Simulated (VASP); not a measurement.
A run of VASP 6.6.1 is set up as follows.

File INCAR:

```
  ALGO = Normal
  EDIFF = 1E-6
  ENCUT = 600
  GGA = PS
  GGA_COMPAT = False
  ISIF = 2
  ISMEAR = -1
  IVDW = 12
  LASPH = True
  LCHARG = True
  LELF = True
  LREAL = False
  LVHAR = True
  LWAVE = False
  NBANDS = 15
  NELM = 120
  PREC = Accurate
  SIGMA = 0.05
```

KPOINTS

```
k-points
0
Gamma
  10 10 10
```

File POSCAR:

```
TaN
1.0
    0.0000000000      2.1661812927      2.1661812927
    2.1661812927      0.0000000000      2.1661812927
    2.1661812927      2.1661812927      0.0000000000
Ta N
1 1
Direct
    0.5000000000      0.5000000000      0.5000000000
    0.0000000000      0.0000000000      0.0000000000
```

Potentials or basis: VASP PAW PBE potentials, release 64 (Ta_pv, N).

The run is started by

```sh
$ cat potpaw_PBE.64/Ta_pv/POTCAR potpaw_PBE.64/N/POTCAR > POTCAR
$ mpirun -np 1 vasp_std > vasp.out
```

Question: Estimate the pressure.

Answer: 4.6 GPa.

Question: Predict the dispersion energy per atom.

Answer: -0.488 eV.

Question: What does it give for the band gap on the k mesh?

Answer: Zero (band 8 reaches 11.94 eV, above the bottom of band 9 at 7.63 eV).

Caveat: the PAW data sets were made with another functional, which shifts forces and pressure a little; spin-orbit coupling is left out, which moves the levels of the heavy elements; pairwise dispersion overbinds metals, which lowers pressure and volume.
